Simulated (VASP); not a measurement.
# SnRu4 (P4/mmm) in VASP: notebook

The runs below take SnRu4 through single point, with PBE.

Program: VASP 6.6.1. These are calculated values, not measurements. Logs are shortened: lines on timing, memory, paths and dates and some standing lists are left out, and cuts for length are marked.

### Step 1. The cell of the first run

Symmetry: P4/mmm, No. 123, tetragonal system. Conventional cell: a = 6.181 Å, b = 6.181 Å, c = 2.660 Å, α = 90.00°, β = 90.00°, γ = 90.00°. Within 3.5 Å of Sn (site symmetry 4/mmm) lie 2 Sn at 2.66 Å and 4 Ru at 2.74 Å. Ru (site symmetry m2m) has 4 Ru at 2.31 to 2.66 Å and 1 Sn at 2.74 Å within 3.1 Å.

The cell was built from a structure type or drawn by symmetry, and may not be a known phase.

### Step 2. Single point, PBE

The input, INCAR:

```
SYSTEM = SnRu4
PREC = Accurate
ENCUT = 520
EDIFF = 1E-7
ISMEAR = 0
SIGMA = 0.1
LREAL = .FALSE.
LASPH = .TRUE.
NELM = 100
ALGO = Fast
ISIF = 2
LWAVE = .FALSE.
LCHARG = .FALSE.
GGA = PE
NBANDS = 43
```

The input, KPOINTS:

```
regular mesh
0
G
  4 4 6
  0 0 0
```

The input, POSCAR:

```
SnRu4
1.0
    6.1810363794      0.0000000000      0.0000000000
    0.0000000000      6.1810363794      0.0000000000
    0.0000000000      0.0000000000      2.6596367876
Sn Ru
1 4
Direct
    0.5000000000      0.5000000000      0.5000000000
    0.1867411012      0.1867411012      0.5000000000
    0.8132588988      0.8132588988      0.5000000000
    0.1867411012      0.8132588988      0.5000000000
    0.8132588988      0.1867411012      0.5000000000
```

Potentials or basis: VASP PAW PBE potentials, release 64 (Sn_d, Ru_pv).

On the command line:

```
$ cat potpaw_PBE.64/Sn_d/POTCAR potpaw_PBE.64/Ru_pv/POTCAR > POTCAR
$ mpirun -np 1 vasp_std > vasp.out
```

OUTCAR:

```text
SYSTEM = SnRu4
   PREC = Accurate
   ENCUT = 520
   EDIFF = 1E-7
   ISMEAR = 0
   LREAL = .FALSE.
   LASPH = .TRUE.
   NELM = 100
   ISIF = 2
   GGA = PE

 ion  position               nearest neighbor table
   1  0.500  0.500  0.500-   2 2.74   3 2.74   4 2.74   5 2.74
   2  0.187  0.187  0.500-   4 2.31   5 2.31   1 2.74   3 3.26
   3  0.813  0.813  0.500-   4 2.31   5 2.31   1 2.74   2 3.26
   4  0.187  0.813  0.500-   2 2.31   3 2.31   1 2.74   5 3.26
   5  0.813  0.187  0.500-   2 2.31   3 2.31   1 2.74   4 3.26

  LATTYP: Found a simple tetragonal cell.
 ALAT       =     6.1810363794
 C/A-ratio  =     0.4302897806

  Lattice vectors:

 A1 = (   6.1810363794,   0.0000000000,   0.0000000000)
 A2 = (   0.0000000000,   6.1810363794,   0.0000000000)
 A3 = (   0.0000000000,   0.0000000000,   2.6596367876)

Analysis of symmetry for initial positions (statically):
=====================================================================
 Subroutine PRICEL returns:
 Original cell was already a primitive cell.

 Routine SETGRP: Setting up the symmetry group for a
 simple tetragonal supercell.

 Subroutine GETGRP returns: Found 16 space group operations
 (whereof 16 operations were pure point group operations)
 out of a pool of 16 trial point group operations.

The static configuration has the point symmetry D_4h.

Analysis of symmetry for dynamics (positions and initial velocities):
=====================================================================
 Subroutine PRICEL returns:
 Original cell was already a primitive cell.

 Routine SETGRP: Setting up the symmetry group for a
 simple tetragonal supercell.

 Subroutine GETGRP returns: Found 16 space group operations
 (whereof 16 operations were pure point group operations)
 out of a pool of 16 trial point group operations.

The dynamic configuration has the point symmetry D_4h.

 Subroutine INISYM returns: Found 16 space group operations
 (whereof 16 operations are pure point group operations),
 and found     1 'primitive' translations

----------------------------------------------------------------------------------------

                                     Primitive cell

  volume of cell :     101.6120

  direct lattice vectors                    reciprocal lattice vectors
     6.181036379  0.000000000  0.000000000     0.161785167  0.000000000  0.000000000
     0.000000000  6.181036379  0.000000000     0.000000000  0.161785167  0.000000000
     0.000000000  0.000000000  2.659636788     0.000000000  0.000000000  0.375991190

  length of vectors
     6.181036379  6.181036379  2.659636788     0.161785167  0.161785167  0.375991190

  position of ions in fractional coordinates (direct lattice)
     0.500000000  0.500000000  0.500000000
     0.186741101  0.186741101  0.500000000
     0.813258899  0.813258899  0.500000000
     0.186741101  0.813258899  0.500000000
     0.813258899  0.186741101  0.500000000

  ion indices of the primitive-cell ions
   primitive index   ion index
                 1           1
                 2           2
                 3           3
                 4           4
                 5           5

----------------------------------------------------------------------------------------

 KPOINTS: regular mesh

Automatic generation of k-mesh.
 Grid dimensions read from file:
 generate k-points for:    4    4    6

 Generating k-lattice:

  Cartesian coordinates                     Fractional coordinates (reciprocal lattice)
     0.040446292  0.000000000  0.000000000     0.250000000  0.000000000  0.000000000
     0.000000000  0.040446292  0.000000000     0.000000000  0.250000000  0.000000000
     0.000000000  0.000000000  0.062665198     0.000000000  0.000000000  0.166666667

  Length of vectors
     0.040446292  0.040446292  0.062665198

  Shift w.r.t. Gamma in fractional coordinates (k-lattice)
     0.000000000  0.000000000  0.000000000

 Subroutine IBZKPT returns following result:
 ===========================================

 Found     24 irreducible k-points:

 Following reciprocal coordinates:
            Coordinates               Weight
  0.000000  0.000000  0.000000      1.000000
  0.250000  0.000000  0.000000      4.000000
  0.500000  0.000000  0.000000      2.000000
  0.250000  0.250000  0.000000      4.000000
  0.500000  0.250000  0.000000      4.000000
  0.500000  0.500000  0.000000      1.000000
[... 16 lines left out ...]
  0.500000  0.250000  0.500000      4.000000
  0.500000  0.500000  0.500000      1.000000
   k-points           NKPTS =     24   k-points in BZ     NKDIM =     24   number of bands    NBANDS=     43
   number of dos      NEDOS =    301   number of ions     NIONS =      5
   total plane-waves  NPLWV =  46080
   dimension x,y,z NGX =    48 NGY =   48 NGZ =   20
   dimension x,y,z NGXF=    96 NGYF=   96 NGZF=   40
   ions per type =               1   4
   NGX,Y,Z   is equivalent  to a cutoff of  12.91, 12.91, 12.50 a.u.
   NGXF,Y,Z  is equivalent  to a cutoff of  25.82, 25.82, 25.00 a.u.
 SYSTEM =  SnRu4
   PREC   = accura    normal or accurate (medium, high low for compatibility)
   ISTART =      0    job   : 0-new  1-cont  2-samecut
   ICHARG =      2    charge: 1-file 2-atom 10-const
   ISPIN  =      1    spin polarized calculation?
   LNONCOLLINEAR =      F non collinear calculations
   LSORBIT =      F    spin-orbit coupling
   LASPH  =      T    aspherical Exc in radial PAW
   ENCUT  =  520.0 eV  38.22 Ry    6.18 a.u.  11.49 11.49  4.95*2*pi/ulx,y,z
   NELM   =    100;   NELMIN=  2; NELMDL= -5     # of ELM steps
   EDIFF  = 0.1E-06   stopping-criterion for ELM
   LREAL  =      F    real-space projection
   EDIFFG = 0.1E-05   stopping-criterion for IOM
   NSW    =      0    number of steps for IOM
   IBRION =     -1    ionic relax: 0-MD 1-quasi-New 2-CG
   NFREE  =      0    steps in history (QN), initial steepest desc. (CG)
   ISIF   =      2    stress and relaxation
   ISYM   =      2    0-nonsym 1-usesym 2-fastsym
   POTIM  = 0.5000    time-step for ionic-motion
   TEBEG  =    0.0;   TEEND  =   0.0 temperature during run
   PSTRESS=    0.0 pullay stress
   NELECT =      70.0000    total number of electrons
   NUPDOWN=      -1.0000    fix difference up-down
   EMIN   =  10.00;   EMAX   =-10.00  energy-range for DOS
   EFERMI =   0.00;   METHOD = LEGACY
   ISMEAR =     0;   SIGMA  =   0.10  broadening in eV -4-tet -1-fermi 0-gaus
   EFERMI_NEDOS =   21; number of points for ismear=-14 and -15
   IALGO  =     68    algorithm
   IMIX   =      4    mixing-type and parameters
     AMIX     =   0.40;   BMIX     =  1.00
     AMIX_MAG =   1.60;   BMIX_MAG =  1.00
  volume/ion in A,a.u.               =      20.32       137.14
  Fermi-wavevector in a.u.,A,eV,Ry     =   1.445859  2.732277 28.443082  2.090508
  Thomas-Fermi vector in A             =   2.563993
   LORBIT       =      0    0 simple, 1 ext, 2 COOP (PROOUT), +10 PAW based schemes
   GGA     = PE    functional components
   LHFCALC =     F    Hartree Fock is set to
   AEXX    =    0.0000 exact exchange contribution
   IVDW    =     0    specifies the selected vdW correction
   LEPSILON=     F    determine dielectric tensor
   LRPA    =     F    only Hartree local field effects (RPA)
 non-spin polarized calculation
 RMM-DIIS sequential band-by-band and
 Gauss-broadening in eV      SIGMA  =   0.10
  energy-cutoff  :      520.00
  volume of cell :      101.61
 maximum number of plane-waves:      2762
 NGX is ok and might be reduce to    48
   NGX = 23   NGY = 23   NGZ =  9

 number of electron      70.0000004 magnetization

 Free energy of the ion-electron system (eV)
  ---------------------------------------------------
  ext. energy  EPLUGINS =         0.00000000
  ---------------------------------------------------
  free energy    TOTEN  =       -35.63634520 eV

  energy without entropy =      -35.61598722  energy(sigma->0) =      -35.62616621

 E-fermi :   8.0900     XC(G=0): -11.4082

 val. band max:        8.0285178702   @ k =   0.0000   0.0000   0.0000
 cond. band min:       8.1253835511   @ k =   0.2500   0.2500   0.3333
 fundamental gap:      0.0968656809
 Fermi energy:         8.0900326176

 k-point     1 :       0.0000    0.0000    0.0000
  band No.  band energies     occupation
      1     -35.4172      2.00000
      2     -35.2863      2.00000
      3     -35.2127      2.00000
      4     -35.2127      2.00000
      5     -34.4266      2.00000
      6     -34.3126      2.00000
[... 35 lines left out ...]
     42       9.6710      0.00000
     43      11.4825      0.00000

 k-point     2 :       0.2500    0.0000    0.0000
  band No.  band energies     occupation
      1     -35.4156      2.00000
      2     -35.2851      2.00000
      3     -35.2131      2.00000
      4     -35.2110      2.00000
      5     -34.4265      2.00000
      6     -34.3127      2.00000
[... 35 lines left out ...]
     42       9.6229      0.00000
     43      10.4234      0.00000

 k-point     3 :       0.5000    0.0000    0.0000
  band No.  band energies     occupation
      1     -35.4140      2.00000
      2     -35.2838      2.00000
      3     -35.2136      2.00000
      4     -35.2093      2.00000
      5     -34.4265      2.00000
      6     -34.3128      2.00000
[... 35 lines left out ...]
     42      10.0747      0.00000
     43      10.7974      0.00000

 k-point     4 :       0.2500    0.2500    0.0000
  band No.  band energies     occupation
      1     -35.4144      2.00000
      2     -35.2839      2.00000
      3     -35.2114      2.00000
      4     -35.2110      2.00000
      5     -34.4264      2.00000
      6     -34.3126      2.00000
[... 863 lines left out ...]
     42      12.2446      0.00000
     43      12.5613      0.00000

 k-point    23 :       0.5000    0.2500    0.5000
  band No.  band energies     occupation
      1     -35.3386      2.00000
      2     -35.2105      2.00000
      3     -35.1430      2.00000
      4     -35.1411      2.00000
      5     -35.0424      2.00000
      6     -34.9007      2.00000
[... 35 lines left out ...]
     42      12.7213      0.00000
     43      12.9704      0.00000

 k-point    24 :       0.5000    0.5000    0.5000
  band No.  band energies     occupation
      1     -35.3380      2.00000
      2     -35.2095      2.00000
      3     -35.1411      2.00000
      4     -35.1411      2.00000
      5     -35.0422      2.00000
      6     -34.9005      2.00000
[... 35 lines left out ...]
     42      12.6116      0.00000
     43      12.6735      0.00000

------------------------ aborting loop because EDIFF is reached ----------------------------------------

  FORCE on cell =-STRESS in cart. coord.  units (eV):
  Direction    XX          YY          ZZ          XY          YZ          ZX
  --------------------------------------------------------------------------------------
  -------------------------------------------------------------------------------------
  Total        0.2784690      0.2784690     -0.1680666      0.0000000      0.0000000      0.0000000
  in kB        4.3907883      4.3907883     -2.6500078      0.0000000      0.0000000      0.0000000
  external PRESSURE =       2.0438562 kB  Pullay stress =       0.0000000 kB

 VOLUME and BASIS-vectors are now :
 -----------------------------------------------------------------------------
  energy-cutoff  :      520.00
  volume of cell :      101.61
      direct lattice vectors                 reciprocal lattice vectors
     6.181036379  0.000000000  0.000000000     0.161785167  0.000000000  0.000000000
     0.000000000  6.181036379  0.000000000     0.000000000  0.161785167  0.000000000
     0.000000000  0.000000000  2.659636788     0.000000000  0.000000000  0.375991190

 POSITION                                       TOTAL-FORCE (eV/Angst)
 -----------------------------------------------------------------------------------
      3.09052      3.09052      1.32982        -0.000000     -0.000000      0.000000
      1.15425      1.15425      1.32982         0.074097      0.074097     -0.000000
      5.02678      5.02678      1.32982        -0.074097     -0.074097      0.000000
      1.15425      5.02678      1.32982         0.074097     -0.074097      0.000000
      5.02678      1.15425      1.32982        -0.074097      0.074097     -0.000000
 -----------------------------------------------------------------------------------
    total drift:                               -0.000000     -0.000000      0.000000

  FREE ENERGIE OF THE ION-ELECTRON SYSTEM (eV)
  ---------------------------------------------------
  free  energy   TOTEN  =       -35.6363451981 eV

  energy  without entropy=      -35.6159872213  energy(sigma->0) =      -35.62616621
```

It took 48 s on 1 thread of Intel Xeon 6975P-C (Granite Rapids), shared host; peak memory 0.25 GiB.

Results:

```yaml
Free_energy: -35.6363 eV
Pressure: 0.2 GPa
Largest_force: 0.105 eV/Å
Band_gap_on_the_k_mesh: zero (bands 35 and 36 overlap by 1.13 eV)
```

Forces on the atoms (eV/Å):
```
Sn   0.000  0.000  0.000
Ru   0.074  0.074  0.000
Ru  -0.074 -0.074  0.000
Ru   0.074 -0.074  0.000
Ru  -0.074  0.074  0.000
```

Levels at points of the mesh, in eV from the Fermi level:
```tsv
k point	band 31	band 32	band 33	band 34	band 35	band 36	band 37	band 38	band 39	band 40
(0.00, 0.00, 0.00)	-1.15	-0.83	-0.83	-0.06	-0.06	0.13	0.41	0.97	0.97	1.14
(0.50, 0.00, 0.00)	-1.43	-1.28	-1.12	-0.86	-0.80	0.80	0.86	0.88	0.97	1.11
(0.50, 0.50, 0.00)	-2.25	-1.41	-1.09	-0.80	-0.80	-0.16	0.89	0.89	1.01	1.33
(0.00, 0.00, 0.50)	-1.54	-1.38	-1.33	-0.50	0.88	1.42	1.42	1.99	2.27	2.43
(0.50, 0.00, 0.50)	-1.10	-0.98	-0.98	-0.79	-0.60	1.24	1.40	1.79	2.14	2.29
(0.50, 0.50, 0.50)	-1.73	-1.73	-0.77	-0.60	-0.60	-0.08	1.01	1.80	2.38	2.93
```

Caveat: the k points lie up to 0.39 Å⁻¹ apart, too coarse for converged energies and pressures of a metal; spin-orbit coupling is left out, which moves the levels of the heavy elements.

(Continued in part 2 of 2.)
